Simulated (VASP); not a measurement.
# P (P1) in VASP: relaxation of cell and atoms with PBE

Aim: the relaxation of cell and atoms of P with PBE.

Everything below comes from runs of VASP 6.6.1. Logs are shortened: lines on timing, memory, paths and dates and some standing lists are left out, and cuts for length are marked.

### Step 1. The cell of the first run

The typed cell holds 4 atoms: a = 2.456 Å, b = 4.803 Å, c = 4.886 Å, α = 90.71°, β = 89.62°, γ = 91.86°.

### Step 2. Relaxation of cell and atoms, PBE

File INCAR:

```
PREC = Accurate
ENCUT = 500
EDIFF = 1E-7
ISMEAR = 0
SIGMA = 0.2
LREAL = F
LASPH = T
NELM = 120
ALGO = Normal
ISIF = 3
LWAVE = F
LCHARG = F
GGA = PE
IBRION = 2
NSW = 80
EDIFFG = -0.025
GGA_COMPAT = F
NELMIN = 4
```

File KPOINTS:

```
Automatic mesh
0
Gamma
  8 4 4
```

File POSCAR:

```
P
1.0
    0.0393770038     -2.4561696174     -0.0080506549
   -4.8023042488      0.0787540076      0.0299385722
    0.0299385722     -0.0161013098     -4.8858028208
P
4
Direct
    0.0071264946     -0.0081443898      0.0156008616
    0.0010717566     -0.0010831617      0.5030556991
    0.9745217704      0.4990344894      0.9864289623
    1.0172799784      0.5101930620      0.4949144770
```

Potentials or basis: VASP PAW PBE potentials, release 64 (P).

Started as:

```sh
cat potpaw_PBE.64/P/POTCAR > POTCAR
mpirun -np 1 vasp_std > vasp.out
```

OUTCAR:

```text
PREC = Accurate
   ENCUT = 500
   EDIFF = 1E-7
   ISMEAR = 0
   LREAL = F
   LASPH = T
   NELM = 120
   ISIF = 3
   GGA = PE
   IBRION = 2
   NSW = 80
   EDIFFG = -0.025
   NELMIN = 4

 ion  position               nearest neighbor table
   1  0.007  0.992  0.016-   3 2.37   2 2.38   3 2.45   2 2.51
   2  0.001  0.999  0.503-   4 2.35   1 2.38   4 2.46   1 2.51
   3  0.975  0.499  0.986-   1 2.37   4 2.40   1 2.45   4 2.49
   4  0.017  0.510  0.495-   2 2.35   3 2.40   2 2.46   3 2.49

  LATTYP: Found a triclinic cell.
 ALAT       =     2.4564984329
 B/A-ratio  =     2.2202473599
 C/A-ratio  =     1.9552397026
 COS(alpha) =     0.0034913183
 COS(beta)  =     0.0324421850
 COS(gamma) =     0.4444246429

  Lattice vectors:

 A1 = (  -0.0393770038,   2.4561696174,   0.0080506549)
 A2 = (  -0.0094384316,   2.4400683076,  -4.8777521659)
 A3 = (  -4.8023042488,   0.0787540076,   0.0299385722)

Analysis of symmetry for initial positions (statically):
=====================================================================
 Subroutine PRICEL returns:
 Original cell was already a primitive cell.

 Routine SETGRP: Setting up the symmetry group for a
 triclinic supercell.

 Subroutine GETGRP returns: Found  1 space group operations
 (whereof  1 operations were pure point group operations)
 out of a pool of  2 trial point group operations.

The static configuration has the point symmetry C_1 .

Analysis of symmetry for dynamics (positions and initial velocities):
=====================================================================
 Subroutine PRICEL returns:
 Original cell was already a primitive cell.

 Routine SETGRP: Setting up the symmetry group for a
 triclinic supercell.

 Subroutine GETGRP returns: Found  1 space group operations
 (whereof  1 operations were pure point group operations)
 out of a pool of  2 trial point group operations.

The dynamic configuration has the point symmetry C_1 .

 Subroutine INISYM returns: Found  1 space group operations
 (whereof  1 operations are pure point group operations),
 and found     1 'primitive' translations

----------------------------------------------------------------------------------------

                                     Primitive cell

  volume of cell :      57.6114

  direct lattice vectors                    reciprocal lattice vectors
     0.039377004 -2.456169617 -0.008050655    -0.006670454 -0.407249211  0.001301228
    -4.802304249  0.078754008  0.029938572    -0.208295954 -0.003335227 -0.001265377
     0.029938572 -0.016101310 -4.885802821    -0.001265377  0.000650614 -0.204684552

  length of vectors
     2.456498433  4.803043265  4.885921077     0.407305914  0.208326497  0.204689497

  position of ions in fractional coordinates (direct lattice)
     0.007126495  0.991855610  0.015600862
     0.001071757  0.998916838  0.503055699
     0.974521770  0.499034489  0.986428962
     0.017279978  0.510193062  0.494914477

  ion indices of the primitive-cell ions
   primitive index   ion index
                 1           1
                 2           2
                 3           3
                 4           4

----------------------------------------------------------------------------------------

 KPOINTS: Automatic mesh

Automatic generation of k-mesh.
 Grid dimensions read from file:
 generate k-points for:    8    4    4

 Generating k-lattice:

  Cartesian coordinates                     Fractional coordinates (reciprocal lattice)
    -0.000833807 -0.050906151  0.000162653     0.125000000  0.000000000 -0.000000000
    -0.052073989 -0.000833807 -0.000316344     0.000000000  0.250000000  0.000000000
    -0.000316344  0.000162653 -0.051171138     0.000000000  0.000000000  0.250000000

  Length of vectors
     0.050913239  0.052081624  0.051172374

  Shift w.r.t. Gamma in fractional coordinates (k-lattice)
     0.000000000  0.000000000  0.000000000

 Subroutine IBZKPT returns following result:
 ===========================================

 Found     68 irreducible k-points:

 Following reciprocal coordinates:
            Coordinates               Weight
  0.000000  0.000000  0.000000      1.000000
  0.125000 -0.000000 -0.000000      2.000000
  0.250000 -0.000000 -0.000000      2.000000
  0.375000 -0.000000  0.000000      2.000000
  0.500000 -0.000000 -0.000000      1.000000
 -0.000000  0.250000 -0.000000      2.000000
[... 16 lines left out ...]
  0.500000 -0.000000  0.250000      2.000000
 -0.375000  0.000000  0.250000      2.000000
 [... further k-points ...]
   k-points           NKPTS =     68   k-points in BZ     NKDIM =     68   number of bands    NBANDS=     14
   number of dos      NEDOS =    301   number of ions     NIONS =      4
   total plane-waves  NPLWV =  23328
   dimension x,y,z NGX =    18 NGY =   36 NGZ =   36
   dimension x,y,z NGXF=    36 NGYF=   72 NGZF=   72
   ions per type =               4
   NGX,Y,Z   is equivalent  to a cutoff of  12.18, 12.46, 12.25 a.u.
   NGXF,Y,Z  is equivalent  to a cutoff of  24.36, 24.92, 24.50 a.u.
 SYSTEM =  unknown system
   PREC   = accura    normal or accurate (medium, high low for compatibility)
   ISTART =      0    job   : 0-new  1-cont  2-samecut
   ICHARG =      2    charge: 1-file 2-atom 10-const
   ISPIN  =      1    spin polarized calculation?
   LNONCOLLINEAR =      F non collinear calculations
   LSORBIT =      F    spin-orbit coupling
   LASPH  =      T    aspherical Exc in radial PAW
   ENCUT  =  500.0 eV  36.75 Ry    6.06 a.u.   4.48  8.76  8.91*2*pi/ulx,y,z
   NELM   =    120;   NELMIN=  4; NELMDL= -5     # of ELM steps
   EDIFF  = 0.1E-06   stopping-criterion for ELM
   LREAL  =      F    real-space projection
   EDIFFG = -.3E-01   stopping-criterion for IOM
   NSW    =     80    number of steps for IOM
   IBRION =      2    ionic relax: 0-MD 1-quasi-New 2-CG
   NFREE  =      1    steps in history (QN), initial steepest desc. (CG)
   ISIF   =      3    stress and relaxation
   ISYM   =      2    0-nonsym 1-usesym 2-fastsym
   POTIM  = 0.5000    time-step for ionic-motion
   TEBEG  =    0.0;   TEEND  =   0.0 temperature during run
   PSTRESS=    0.0 pullay stress
   NELECT =      20.0000    total number of electrons
   NUPDOWN=      -1.0000    fix difference up-down
   EMIN   =  10.00;   EMAX   =-10.00  energy-range for DOS
   EFERMI =   0.00;   METHOD = LEGACY
   ISMEAR =     0;   SIGMA  =   0.20  broadening in eV -4-tet -1-fermi 0-gaus
   EFERMI_NEDOS =   21; number of points for ismear=-14 and -15
   IALGO  =     38    algorithm
   IMIX   =      4    mixing-type and parameters
     AMIX     =   0.40;   BMIX     =  1.00
     AMIX_MAG =   1.60;   BMIX_MAG =  1.00
  volume/ion in A,a.u.               =      14.40        97.20
  Fermi-wavevector in a.u.,A,eV,Ry     =   1.150576  2.174273 18.011729  1.323825
  Thomas-Fermi vector in A             =   2.287239
   LORBIT       =      0    0 simple, 1 ext, 2 COOP (PROOUT), +10 PAW based schemes
   GGA     = PE    functional components
   LHFCALC =     F    Hartree Fock is set to
   AEXX    =    0.0000 exact exchange contribution
   IVDW    =     0    specifies the selected vdW correction
   LEPSILON=     F    determine dielectric tensor
   LRPA    =     F    only Hartree local field effects (RPA)
 conjugate gradient relaxation of ions
 non-spin polarized calculation
 Gauss-broadening in eV      SIGMA  =   0.20
  energy-cutoff  :      500.00
  volume of cell :       57.61
 maximum number of plane-waves:      1490
 NGX is ok and might be reduce to    18
   NGX =  9   NGY = 17   NGZ = 17

--------------------------------------- Ionic step        1  -------------------------------------------

 number of electron      19.9999999 magnetization

 Free energy of the ion-electron system (eV)
  ---------------------------------------------------
  ext. energy  EPLUGINS =         0.00000000
  ---------------------------------------------------
  free energy    TOTEN  =       -20.95602060 eV

  energy without entropy =      -20.92567221  energy(sigma->0) =      -20.94084640

------------------------ aborting loop because EDIFF is reached ----------------------------------------

  FORCE on cell =-STRESS in cart. coord.  units (eV):
  Direction    XX          YY          ZZ          XY          YZ          ZX
  --------------------------------------------------------------------------------------
  -------------------------------------------------------------------------------------
  Total        1.5881404     -0.3991524      0.7591306      0.3835476     -0.1936773     -0.0403303
  in kB       44.1662700    -11.1004499     21.1114623     10.6664781     -5.3861760     -1.1215871
  external PRESSURE =      18.0590941 kB  Pullay stress =       0.0000000 kB
[... 95 lines left out ...]
  FREE ENERGIE OF THE ION-ELECTRON SYSTEM (eV)
  ---------------------------------------------------
  free  energy   TOTEN  =       -20.9825669510 eV

  energy  without entropy=      -20.9497422764  energy(sigma->0) =      -20.96615461

[... ionic steps 4 to 11 ...]

--------------------------------------- Ionic step       12  -------------------------------------------

 number of electron      19.9999999 magnetization

------------------------ aborting loop because EDIFF is reached ----------------------------------------
[... 71 lines left out ...]
--------------------------------------- Ionic step       14  -------------------------------------------

 number of electron      19.9999999 magnetization

 Free energy of the ion-electron system (eV)
  ---------------------------------------------------
  ext. energy  EPLUGINS =         0.00000000
  ---------------------------------------------------
  free energy    TOTEN  =       -21.01109789 eV

  energy without entropy =      -20.98195308  energy(sigma->0) =      -20.99652549

 E-fermi :   9.5591     XC(G=0): -11.2403

 val. band max:        9.5432130271   @ k =   0.5000   0.5000  -0.0000
 cond. band min:       9.5930796534   @ k =   0.5000   0.5000   0.5000
 fundamental gap:      0.0498666263
 Fermi energy:         9.5590981898

 k-point     1 :       0.0000    0.0000    0.0000
  band No.  band energies     occupation
      1      -6.9402      2.00000
      2      -2.7162      2.00000
      3      -2.5273      2.00000
      4       0.9106      2.00000
      5       0.9317      2.00000
      6       2.0743      2.00000
      7       4.2569      2.00000
      8       4.3774      2.00000
      9      10.5798      0.00000
     10      14.3698      0.00000
     11      14.3914      0.00000
     12      14.7012      0.00000
     13      16.2820      0.00000
     14      16.3342      0.00000
[... 377 lines left out ...]
      1      -3.6117      2.00000
      2      -0.9668      2.00000
      3       0.8994      2.00000
      4       3.1269      2.00000
      5       3.5968      2.00000
      6       3.7752      2.00000
      7       4.9245      2.00000
      8       5.7051      2.00000
      9       6.1259      2.00000
     10       6.8169      2.00000
     11       8.0673      2.00000
     12      10.5740      0.00000
     13      12.4411      0.00000
     14      13.1076      0.00000

 [... further k-points ...]

------------------------ aborting loop because EDIFF is reached ----------------------------------------

  FORCE on cell =-STRESS in cart. coord.  units (eV):
  Direction    XX          YY          ZZ          XY          YZ          ZX
  --------------------------------------------------------------------------------------
  -------------------------------------------------------------------------------------
  Total       -0.0006184     -0.0000235     -0.0061449     -0.0063326      0.0342724     -0.0038192
  in kB       -0.0168774     -0.0006419     -0.1677057     -0.1728289      0.9353534     -0.1042322
  external PRESSURE =      -0.0617417 kB  Pullay stress =       0.0000000 kB
[... 19 lines left out ...]
  FREE ENERGIE OF THE ION-ELECTRON SYSTEM (eV)
  ---------------------------------------------------
  free  energy   TOTEN  =       -21.0110978928 eV

  energy  without entropy=      -20.9819530837  energy(sigma->0) =      -20.99652549

 reached required accuracy - stopping structural energy minimisation
```

Run time: 8.2 min. Hardware: 1 thread of Intel Xeon 8259CL, shared host; peak memory 0.18 GiB.

What came out:

| Quantity | Value |
| --- | --- |
| Free energy | -21.0111 eV |
| Relaxed volume | 14.68 Å³/atom |
| Relaxed cell | a = 2.453 Å, b = 4.878 Å, c = 4.908 Å, α = 89.93°, β = 90.08°, γ = 89.96° |
| Space group after relaxing (to 0.1 Å) | P4/mmm (No. 123) |
| Energy gained by relaxing | 13.8 meV/atom |
| Ionic steps | 14 |
| Pressure after relaxing | 0.0 GPa |
| Largest force after relaxing | 0.022 eV/Å |
| Band gap on the k mesh | zero (bands 10 and 11 overlap by 7.66 eV) |

Forces in eV/Å, atoms in the order of the input:
```
P    0.009  0.013  0.002
P    0.003 -0.014 -0.017
P    0.000 -0.005 -0.002
P   -0.012  0.006  0.016
```

The path:
```csv
step,energy change (eV),largest force (eV/Å),pressure (GPa),volume (Å³)
1,0.0000,0.3704,1.81,57.61
2,-0.0264,0.2754,-1.04,58.97
3,-0.0265,0.2808,-0.89,58.89
4,-0.0384,0.2044,-0.20,58.55
5,-0.0456,0.0915,0.96,58.02
6,-0.0511,0.1049,-0.37,58.68
7,-0.0511,0.1029,-0.24,58.62
8,-0.0529,0.0745,0.01,58.53
9,-0.0535,0.0536,0.25,58.45
10,-0.0545,0.0389,-0.10,58.67
11,-0.0546,0.0389,-0.14,58.70
12,-0.0548,0.0266,0.14,58.59
13,-0.0548,0.0259,0.16,58.59
14,-0.0551,0.0222,-0.01,58.71
```

Final structure:
```cif
data_structure
_symmetry_space_group_name_H-M 'P 1'
_symmetry_Int_Tables_number 1
_cell_length_a 2.4525
_cell_length_b 4.8776
_cell_length_c 4.9076
_cell_angle_alpha 89.934
_cell_angle_beta 90.078
_cell_angle_gamma 89.963
_cell_volume 58.71
loop_
_atom_site_label
_atom_site_type_symbol
_atom_site_fract_x
_atom_site_fract_y
_atom_site_fract_z
_atom_site_occupancy
P1 P 0.00095 0.99035 0.00156 1
P2 P 0.99878 0.99008 0.49746 1
P3 P 0.00005 0.51014 0.99851 1
P4 P 0.00021 0.50943 0.50246 1
```

The gap in the log of VASP goes by the Fermi energy; the results here count the filled bands.